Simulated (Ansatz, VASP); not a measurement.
Mo4H in VASP and in Ansatz

File INCAR:

```
SYSTEM = Mo4H
  ALGO = Normal
  DIPOL = 0.5 0.5 0.515
  EDIFF = 1E-7
  ENCUT = 520
  GGA = PS
  IDIPOL = 3
  ISIF = 2
  ISMEAR = 0
  LASPH = .TRUE.
  LCHARG = .TRUE.
  LDIPOL = .TRUE.
  LELF = .TRUE.
  LREAL = .FALSE.
  LVACPOTAV = .TRUE.
  LVHAR = .TRUE.
  LWAVE = .FALSE.
  NBANDS = 36
  NELM = 80
  PREC = Accurate
  SIGMA = 0.1
```

KPOINTS

```
k-points
0
G
  10 10 1
  0 0 0
```

Contents of POSCAR:

```
Mo4H
1.0
    2.8007049267      0.0000000000      0.0000000000
    0.0000000000      2.8007049267      0.0000000000
    0.0000000000      0.0000000000     24.9411923373
Mo H
4 1
Direct
    0.5000000000      0.5000000000      0.3408016700
    0.0000000000      0.0000000000      0.4202043472
    0.5000000000      0.5000000000      0.4974210122
    0.0000000000      0.0000000000      0.5751683665
    0.3333333333      0.3333333333      0.7432487282
```

Input for Ansatz:

```yaml
crystal:
  lattice:
    - [2.8007049267, 0.0, 0.0]
    - [0.0, 2.8007049267, 0.0]
    - [0.0, 0.0, 24.9411923373]
  atoms:
    - { symbol: Mo, position: [0.5, 0.5, 0.34080167] }
    - { symbol: Mo, position: [0.0, 0.0, 0.4202043472] }
    - { symbol: Mo, position: [0.5, 0.5, 0.4974210122] }
    - { symbol: Mo, position: [0.0, 0.0, 0.5751683665] }
    - { symbol: H, position: [0.3333333333, 0.3333333333, 0.7432487282] }
basis:
  ecutwfc: 420
kpoints:
  mp_grid: { grid: [10, 10, 1] }
hamiltonian:
  xc: pbesol
scf:
  occupations: { method: gaussian, width: 0.1 }
output:
  forces: true
  stress: true
  eigenvalues: true
efield:
  axis: 3
  dipole_correction: true
```

Alike in both runs: task single point; functional PBEsol; k mesh 10 × 10 × 1; occupations gaussian, width 0.1 eV; no spin polarisation.

|  | VASP | Ansatz |
| --- | --- | --- |
| version | VASP 6.6.1 | Ansatz 0.2.0 |
| potentials or method | VASP PAW PBE potentials, release 64 (Mo_sv, H), cutoff 520 eV | scalar-relativistic, plane waves, PAW |
| valence electrons in the cell | 57 | 57 |

|  | VASP | Ansatz | Ansatz less VASP |
| --- | --- | --- | --- |
| gap on the k mesh at the Fermi level (eV) | none | none | - |
| rms of the force components (eV/Å) | 0.089 | 0.087 | -0.0013 |
| work function, face that differs most (eV) | 4.51 | 4.51 | +0.001 |

VASP's potentials were made for PBE, not for PBEsol. Atom by atom the forces differ by 0.009 eV/Å (rms over components). A gap of «none» marks a metal or a gap that the smearing closes. With one functional, cell and mesh, what is left measures potentials, basis and numerics.
